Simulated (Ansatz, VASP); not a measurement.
# Zn in VASP and in Ansatz

```
Zn
1.0
     2.60646    0.00000    0.00000
    -1.30323    2.25726    0.00000
     0.00000    0.00000    9.65770
Zn
4
Direct
  0.00000 0.00000 0.00000
  0.00000 0.00000 0.50000
  0.33333 0.66667 0.25000
  0.66667 0.33333 0.75000
```

Alike in both runs: task single point; functional PBEsol; k mesh 16 × 16 × 4; occupations fermi-dirac, width 0.1 eV; no spin polarisation.

|  | VASP | Ansatz |
| --- | --- | --- |
| version | VASP 6.6.1 | Ansatz 0.2.0 |
| potentials or method | VASP PAW PBE potentials, release 64 (Zn), cutoff 520 eV | plane waves (420 eV) with PAW, scalar-relativistic |
| valence electrons in the cell | 48 | 48 |

```csv
,VASP,Ansatz,Ansatz less VASP
pressure (GPa),0.5,0.0,-0.43
"traceless stress, the component that is largest in VASP (GPa)",-0.65,-0.48,+0.166
```

VASP's potentials were made for PBE, not for PBEsol, and Ansatz warns of the same on its side.
